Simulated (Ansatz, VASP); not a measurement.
**Two plane-wave programs on HfO2**

```xyz
3
Lattice="0.0000 2.5403 2.5403 2.5403 0.0000 2.5403 2.5403 2.5403 0.0000" Properties=species:S:1:pos:R:3 pbc="T T T"
Hf    0.0000    0.0000    0.0000
O     3.8105    3.8105    3.8105
O     1.2702    1.2702    1.2702
```

Alike in both runs: task single point; functional PBEsol; k mesh 9 × 9 × 9; occupations fermi-dirac, width 0.05 eV; no spin polarisation.

```csv
,VASP,Ansatz
version,VASP 6.6.1,Ansatz 0.2.0
potentials or method,"VASP PAW PBE potentials, release 64 (Hf_pv, O)",Ansatz PAW
plane-wave cutoff (eV),520,420
valence electrons in the cell,22,38
```

Ansatz gave:

* gap on the k mesh at the Fermi level (eV): 3.75
* least direct gap on the mesh (eV): 3.87
* pressure (GPa): -5.5

Q: Which values does VASP return?

A: gap on the k mesh at the Fermi level (eV): 3.77; least direct gap on the mesh (eV): 3.89; pressure (GPa): -9.1.

VASP's potentials were made for PBE, not for PBEsol. The functional is the same, so the differences come from potentials, cutoffs and numerics. VASP's potentials hold 22 valence electrons a cell and Ansatz's 38, so a difference there can come from the potentials and not from the codes.

Neither program's run includes spin-orbit coupling. Noted on Ansatz's run: odd divisions of the mesh miss points on the zone boundary, where band edges often lie, so the gap on the mesh can be too wide.
